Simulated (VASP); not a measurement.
# Li2S (Fm-3m) in VASP: a series of runs

Li2S is run at these levels: r2SCAN; tasks: single point.

Everything below comes from runs of VASP 6.6.1. Logs are shortened: lines on timing, memory, paths and dates and some standing lists are left out, and cuts for length are marked.

### 1 The cell of the first run

The structure is cubic, space group Fm-3m (No. 225). The conventional cell has a = 5.452 Å, b = 5.452 Å, c = 5.452 Å, α = 90.00°, β = 90.00°, γ = 90.00°. Li (site symmetry -43m) has 4 S at 2.36 Å and 6 Li at 2.73 Å within 3.1 Å. S (site symmetry m-3m) has 8 Li at 2.36 Å within 3.1 Å.

### 2 Single point, r2SCAN (volume scaled by 0.88)

POSCAR reads:

```
Li2S
1.0
    0.0000000000      2.7258387567      2.7258387567
    2.7258387567      0.0000000000      2.7258387567
    2.7258387567      2.7258387567      0.0000000000
Li S
2 1
Direct
    0.2500000000      0.2500000000      0.2500000000
    0.7500000000      0.7500000000      0.7500000000
    0.0000000000      0.0000000000      0.0000000000
```

INCAR.step1 reads:

```
SYSTEM = Li2S
ALGO = Normal
EDIFF = 1E-5
ENCUT = 830
GGA = PE
GGA_COMPAT = .False.
ISMEAR = 0
LASPH = .True.
LCHARG = .False.
LREAL = .False.
LWAVE = .True.
NBANDS = 13
NELM = 120
PREC = Accurate
SIGMA = 0.02
```

INCAR.step2 reads:

```
SYSTEM = Li2S
ALGO = Normal
EDIFF = 1E-6
ENCUT = 830
GGA_COMPAT = .False.
ISIF = 2
ISMEAR = 0
ISTART = 1
LASPH = .True.
LCHARG = .False.
LMIXTAU = .True.
LREAL = .False.
LWAVE = .False.
METAGGA = R2SCAN
NBANDS = 13
NELM = 120
PREC = Accurate
SIGMA = 0.02
```

KPOINTS reads:

```
k-points
0
Gamma
  8 8 8
  0 0 0
```

Potentials or basis: VASP PAW PBE potentials, release 64 (Li_sv, S).

Started as:

```console
$ cat potpaw_PBE.64/Li_sv/POTCAR potpaw_PBE.64/S/POTCAR > POTCAR
$ cp INCAR.step1 INCAR
$ mpirun -np 1 vasp_std > vasp.out
$ cp INCAR.step2 INCAR
$ mpirun -np 1 vasp_std > vasp.out
```

OUTCAR:

```text
SYSTEM = Li2S
   EDIFF = 1E-6
   ENCUT = 830
   ISIF = 2
   ISMEAR = 0
   ISTART = 1
   LASPH = .True.
   LREAL = .False.
   METAGGA = R2SCAN
   NELM = 120
   PREC = Accurate

 ion  position               nearest neighbor table
   1  0.250  0.250  0.250-   3 2.36   3 2.36   3 2.36   3 2.36
   2  0.750  0.750  0.750-   3 2.36   3 2.36   3 2.36   3 2.36
   3  0.000  0.000  0.000-   2 2.36   2 2.36   2 2.36   1 2.36   2 2.36   1 2.36   1 2.36   1 2.36

  LATTYP: Found a face centered cubic cell.
 ALAT       =     5.4516775134

  Lattice vectors:

 A1 = (   0.0000000000,   2.7258387567,   2.7258387567)
 A2 = (   2.7258387567,   0.0000000000,   2.7258387567)
 A3 = (   2.7258387567,   2.7258387567,   0.0000000000)

Analysis of symmetry for initial positions (statically):
=====================================================================
 Subroutine PRICEL returns:
 Original cell was already a primitive cell.

 Routine SETGRP: Setting up the symmetry group for a
 face centered cubic supercell.

 Subroutine GETGRP returns: Found 48 space group operations
 (whereof 48 operations were pure point group operations)
 out of a pool of 48 trial point group operations.

The static configuration has the point symmetry O_h .

Analysis of symmetry for dynamics (positions and initial velocities):
=====================================================================
 Subroutine PRICEL returns:
 Original cell was already a primitive cell.

 Routine SETGRP: Setting up the symmetry group for a
 face centered cubic supercell.

 Subroutine GETGRP returns: Found 48 space group operations
 (whereof 48 operations were pure point group operations)
 out of a pool of 48 trial point group operations.

The dynamic configuration has the point symmetry O_h .

 Subroutine INISYM returns: Found 48 space group operations
 (whereof 48 operations are pure point group operations),
 and found     1 'primitive' translations

----------------------------------------------------------------------------------------

                                     Primitive cell

  volume of cell :      40.5070

  direct lattice vectors                    reciprocal lattice vectors
     0.000000000  2.725838757  2.725838757    -0.183429779  0.183429779  0.183429779
     2.725838757  0.000000000  2.725838757     0.183429779 -0.183429779  0.183429779
     2.725838757  2.725838757  0.000000000     0.183429779  0.183429779 -0.183429779

  length of vectors
     3.854918139  3.854918139  3.854918139     0.317709696  0.317709696  0.317709696

  position of ions in fractional coordinates (direct lattice)
     0.250000000  0.250000000  0.250000000
     0.750000000  0.750000000  0.750000000
     0.000000000  0.000000000  0.000000000

  ion indices of the primitive-cell ions
   primitive index   ion index
                 1           1
                 2           2
                 3           3

----------------------------------------------------------------------------------------

 KPOINTS: k-points

Automatic generation of k-mesh.
 Grid dimensions read from file:
 generate k-points for:    8    8    8

 Generating k-lattice:

  Cartesian coordinates                     Fractional coordinates (reciprocal lattice)
    -0.022928722  0.022928722  0.022928722     0.125000000  0.000000000  0.000000000
     0.022928722 -0.022928722  0.022928722     0.000000000  0.125000000  0.000000000
     0.022928722  0.022928722 -0.022928722     0.000000000  0.000000000  0.125000000

  Length of vectors
     0.039713712  0.039713712  0.039713712

  Shift w.r.t. Gamma in fractional coordinates (k-lattice)
     0.000000000  0.000000000  0.000000000

 Subroutine IBZKPT returns following result:
 ===========================================

 Found     29 irreducible k-points:

 Following reciprocal coordinates:
            Coordinates               Weight
  0.000000  0.000000  0.000000      1.000000
  0.125000  0.000000  0.000000      8.000000
  0.250000  0.000000  0.000000      8.000000
  0.375000  0.000000  0.000000      8.000000
  0.500000  0.000000  0.000000      4.000000
  0.125000  0.125000  0.000000      6.000000
[... 16 lines left out ...]
  0.500000  0.250000  0.125000     48.000000
 -0.375000  0.250000  0.125000     24.000000
 [... further k-points ...]
   k-points           NKPTS =     29   k-points in BZ     NKDIM =     29   number of bands    NBANDS=     13
   number of dos      NEDOS =    301   number of ions     NIONS =      3
   total plane-waves  NPLWV =  46656
   dimension x,y,z NGX =    36 NGY =   36 NGZ =   36
   dimension x,y,z NGXF=    72 NGYF=   72 NGZF=   72
   ions per type =               2   1
   NGX,Y,Z   is equivalent  to a cutoff of  15.53, 15.53, 15.53 a.u.
   NGXF,Y,Z  is equivalent  to a cutoff of  31.05, 31.05, 31.05 a.u.
 SYSTEM =  Li2S
   PREC   = accura    normal or accurate (medium, high low for compatibility)
   ISTART =      1    job   : 0-new  1-cont  2-samecut
   ICHARG =      0    charge: 1-file 2-atom 10-const
   ISPIN  =      1    spin polarized calculation?
   LNONCOLLINEAR =      F non collinear calculations
   LSORBIT =      F    spin-orbit coupling
   LASPH  =      T    aspherical Exc in radial PAW
   ENCUT  =  830.0 eV  61.00 Ry    7.81 a.u.   9.06  9.06  9.06*2*pi/ulx,y,z
   NELM   =    120;   NELMIN=  2; NELMDL=  0     # of ELM steps
   EDIFF  = 0.1E-05   stopping-criterion for ELM
   LREAL  =      F    real-space projection
   EDIFFG = 0.1E-04   stopping-criterion for IOM
   NSW    =      0    number of steps for IOM
   IBRION =     -1    ionic relax: 0-MD 1-quasi-New 2-CG
   NFREE  =      0    steps in history (QN), initial steepest desc. (CG)
   ISIF   =      2    stress and relaxation
   ISYM   =      2    0-nonsym 1-usesym 2-fastsym
   POTIM  = 0.5000    time-step for ionic-motion
   TEBEG  =    0.0;   TEEND  =   0.0 temperature during run
   PSTRESS=    0.0 pullay stress
   NELECT =      12.0000    total number of electrons
   NUPDOWN=      -1.0000    fix difference up-down
   EMIN   =  10.00;   EMAX   =-10.00  energy-range for DOS
   EFERMI =   0.00;   METHOD = LEGACY
   ISMEAR =     0;   SIGMA  =   0.02  broadening in eV -4-tet -1-fermi 0-gaus
   EFERMI_NEDOS =   21; number of points for ismear=-14 and -15
   IALGO  =     38    algorithm
   IMIX   =      4    mixing-type and parameters
     AMIX     =   0.40;   BMIX     =  1.00
     AMIX_MAG =   1.60;   BMIX_MAG =  1.00
  volume/ion in A,a.u.               =      13.50        91.12
  Fermi-wavevector in a.u.,A,eV,Ry     =   1.091336  2.062326 16.204728  1.191014
  Thomas-Fermi vector in A             =   2.227579
   LORBIT       =      0    0 simple, 1 ext, 2 COOP (PROOUT), +10 PAW based schemes
   METAGGA = R2SCAN    functional components
   LHFCALC =     F    Hartree Fock is set to
   AEXX    =    0.0000 exact exchange contribution
   IVDW    =     0    specifies the selected vdW correction
   LEPSILON=     F    determine dielectric tensor
   LRPA    =     F    only Hartree local field effects (RPA)
 non-spin polarized calculation
 Gauss-broadening in eV      SIGMA  =   0.02
  energy-cutoff  :      830.00
  volume of cell :       40.51
 maximum number of plane-waves:      2229
   NGX = 19   NGY = 19   NGZ = 19

 number of electron      12.0000003 magnetization

 Free energy of the ion-electron system (eV)
  ---------------------------------------------------
  ext. energy  EPLUGINS =         0.00000000
  ---------------------------------------------------
  free energy    TOTEN  =       -17.27595635 eV

  energy without entropy =      -17.27595635  energy(sigma->0) =      -17.27595635

 E-fermi :   2.3013     XC(G=0):  -9.4554

 val. band max:        2.0533912495   @ k =   0.0000   0.0000   0.0000
 cond. band min:       5.8116054787   @ k =   0.5000   0.5000   0.0000
 fundamental gap:      3.7582142292
 Fermi energy:         2.3012562874

 k-point     1 :       0.0000    0.0000    0.0000
  band No.  band energies     occupation
      1     -43.2592      2.00000
      2     -43.1898      2.00000
      3      -9.8242      2.00000
      4       2.0534      2.00000
      5       2.0534      2.00000
      6       2.0534      2.00000
      7       7.8008      0.00000
      8       8.9863      0.00000
      9       8.9863      0.00000
     10       8.9863      0.00000
     11      14.1546      0.00000
     12      14.1546      0.00000
     13      16.1804      0.00000

 k-point     2 :       0.1250    0.0000    0.0000
  band No.  band energies     occupation
      1     -43.2563      2.00000
      2     -43.1922      2.00000
      3      -9.7529      2.00000
      4       1.3768      2.00000
      5       1.9460      2.00000
      6       1.9460      2.00000
      7       8.2045      0.00000
      8       9.2644      0.00000
      9       9.2644      0.00000
     10       9.4893      0.00000
     11      13.2349      0.00000
     12      13.2349      0.00000
     13      16.3893      0.00000

 k-point     3 :       0.2500    0.0000    0.0000
  band No.  band energies     occupation
      1     -43.2481      2.00000
      2     -43.1991      2.00000
      3      -9.5680      2.00000
      4       0.1074      2.00000
      5       1.7153      2.00000
      6       1.7153      2.00000
      7       8.8031      0.00000
      8       9.6108      0.00000
      9       9.6108      0.00000
     10      10.6706      0.00000
     11      12.9145      0.00000
     12      12.9145      0.00000
     13      17.0060      0.00000

 k-point     4 :       0.3750    0.0000    0.0000
  band No.  band energies     occupation
      1     -43.2362      2.00000
      2     -43.2098      2.00000
      3      -9.3606      2.00000
      4      -0.9197      2.00000
      5       1.5156      2.00000
      6       1.5156      2.00000
      7       9.3505      0.00000
      8       9.4333      0.00000
      9       9.4333      0.00000
     10      11.5843      0.00000
     11      14.2536      0.00000
     12      14.2536      0.00000
     13      17.7589      0.00000

 k-point     5 :       0.5000    0.0000    0.0000
  band No.  band energies     occupation
      1     -43.2228      2.00000
      2     -43.2226      2.00000
      3      -9.2665      2.00000
      4      -1.3075      2.00000
      5       1.4401      2.00000
      6       1.4401      2.00000
      7       9.2815      0.00000
      8       9.2815      0.00000
      9       9.6006      0.00000
     10      11.8813      0.00000
     11      16.2925      0.00000
     12      16.2925      0.00000
     13      17.0172      0.00000
[... 257 lines left out ...]
 k-point    22 :       0.3750    0.2500    0.1250
  band No.  band energies     occupation
      1     -43.2428      2.00000
      2     -43.2035      2.00000
      3      -9.4277      2.00000
      4      -0.0298      2.00000
      5       0.8627      2.00000
      6       1.4348      2.00000
      7       8.4532      0.00000
      8      10.0990      0.00000
      9      10.1130      0.00000
     10      11.3130      0.00000
     11      12.4128      0.00000
     12      15.6773      0.00000
     13      18.7173      0.00000

 k-point    23 :       0.5000    0.2500    0.1250
  band No.  band energies     occupation
      1     -43.2333      2.00000
      2     -43.2120      2.00000
      3      -9.2567      2.00000
      4      -0.6839      2.00000
      5       0.6073      2.00000
      6       1.1438      2.00000
      7       8.5448      0.00000
      8       9.9542      0.00000
      9      11.1584      0.00000
     10      11.7437      0.00000
     11      13.5233      0.00000
     12      16.2863      0.00000
     13      17.4501      0.00000

 k-point    24 :      -0.3750    0.2500    0.1250
  band No.  band energies     occupation
      1     -43.2225      2.00000
      2     -43.2224      2.00000
      3      -9.1804      2.00000
      4      -0.9696      2.00000
      5       0.5984      2.00000
      6       0.9595      2.00000
      7       8.5952      0.00000
      8       9.8405      0.00000
      9      11.7061      0.00000
     10      12.3910      0.00000
     11      13.8484      0.00000
     12      15.5324      0.00000
     13      17.1112      0.00000

 [... further k-points ...]

------------------------ aborting loop because EDIFF is reached ----------------------------------------

  FORCE on cell =-STRESS in cart. coord.  units (eV):
  Direction    XX          YY          ZZ          XY          YZ          ZX
  --------------------------------------------------------------------------------------
  -------------------------------------------------------------------------------------
  Total        1.6103848      1.6103848      1.6103848      0.0000000      0.0000000      0.0000000
  in kB       63.6956497     63.6956497     63.6956497      0.0000000      0.0000000      0.0000000
  external PRESSURE =      63.6956497 kB  Pullay stress =       0.0000000 kB

 VOLUME and BASIS-vectors are now :
 -----------------------------------------------------------------------------
  energy-cutoff  :      830.00
  volume of cell :       40.51
      direct lattice vectors                 reciprocal lattice vectors
     0.000000000  2.725838757  2.725838757    -0.183429779  0.183429779  0.183429779
     2.725838757  0.000000000  2.725838757     0.183429779 -0.183429779  0.183429779
     2.725838757  2.725838757  0.000000000     0.183429779  0.183429779 -0.183429779

 POSITION                                       TOTAL-FORCE (eV/Angst)
 -----------------------------------------------------------------------------------
      1.36292      1.36292      1.36292        -0.000000     -0.000000      0.000000
      4.08876      4.08876      4.08876         0.000000      0.000000     -0.000000
      0.00000      0.00000      0.00000        -0.000000     -0.000000     -0.000000
 -----------------------------------------------------------------------------------
    total drift:                                0.000000      0.000000      0.000000

  FREE ENERGIE OF THE ION-ELECTRON SYSTEM (eV)
  ---------------------------------------------------
  free  energy   TOTEN  =       -17.2759563539 eV

  energy  without entropy=      -17.2759563539  energy(sigma->0) =      -17.27595635
```

It took 59 s on 1 thread of Intel Xeon Platinum 8488C (Sapphire Rapids), shared host; peak memory 0.21 GiB.

Results:

- Free energy: -17.2760 eV
- Pressure: 6.4 GPa
- Band gap on the k mesh: 3.76 eV, indirect (least direct gap 5.48 eV)

Levels at points of the mesh, in eV from the valence-band top:
```
           k point  band 3  band 4  band 5  band 6  band 7  band 8  band 9  band 10
(0.00, 0.00, 0.00)  -11.88    0.00    0.00    0.00    5.75    6.93    6.93     6.93
(0.50, 0.00, 0.00)  -11.32   -3.36   -0.61   -0.61    7.23    7.23    7.55     9.83
(0.50, 0.50, 0.00)  -11.16   -2.47   -1.72   -1.72    3.76    8.15   13.18    13.18
```

Caveat: the PAW data sets were made with another functional, which shifts forces and pressure a little.

### 3 Single point, r2SCAN (volume scaled by 0.91)

POSCAR reads:

```
Li2S
1.0
    0.0000000000      2.7564687222      2.7564687222
    2.7564687222      0.0000000000      2.7564687222
    2.7564687222      2.7564687222      0.0000000000
Li S
2 1
Direct
    0.2500000000      0.2500000000      0.2500000000
    0.7500000000      0.7500000000      0.7500000000
    0.0000000000      0.0000000000      0.0000000000
```

INCAR.step1 reads:

```
PREC = Accurate
ENCUT = 830
ISMEAR = 0
SIGMA = 0.02
LREAL = F
LASPH = T
NELM = 120
NBANDS = 13
GGA = PE
ALGO = Normal
EDIFF = 1E-5
LWAVE = T
LCHARG = F
GGA_COMPAT = F
```

INCAR.step2 reads:

```
PREC = Accurate
ENCUT = 830
EDIFF = 1E-6
ISMEAR = 0
SIGMA = 0.02
LREAL = F
LASPH = T
NELM = 120
ALGO = Normal
ISIF = 2
LWAVE = F
LCHARG = T
METAGGA = R2SCAN
LMIXTAU = T
LELF = T
LVHAR = T
NBANDS = 13
ISTART = 1
GGA_COMPAT = F
```

KPOINTS reads:

```
regular mesh
0
Gamma
  8 8 8
```

Potentials or basis: VASP PAW PBE potentials, release 64 (Li_sv, S).

Started as:

```console
$ cat potpaw_PBE.64/Li_sv/POTCAR potpaw_PBE.64/S/POTCAR > POTCAR
$ cp INCAR.step1 INCAR
$ mpirun -np 1 vasp_std > vasp.out
$ cp INCAR.step2 INCAR
$ mpirun -np 1 vasp_std > vasp.out
```

Wall time 2.1 min (1 thread of Intel Xeon Platinum 8488C (Sapphire Rapids), shared host); peak memory 0.25 GiB.

The run converged. Its results:

```yaml
Free_energy: -17.3276 eV
Pressure: 4.6 GPa
Band_gap_on_the_k_mesh: 3.79 eV, indirect (least direct gap 5.43 eV)
```

Levels at points of the mesh, in eV from the valence-band top:
```csv
k point,band 4,band 5,band 6,band 7,band 8,band 9
"(0.00, 0.00, 0.00)",0.00,0.00,0.00,5.57,6.94,6.94
"(0.50, 0.00, 0.00)",-3.23,-0.58,-0.58,7.23,7.23,7.42
"(0.50, 0.50, 0.00)",-2.38,-1.64,-1.64,3.79,8.11,12.91
```

Caveat: the PAW data sets were made with another functional, which shifts forces and pressure a little.
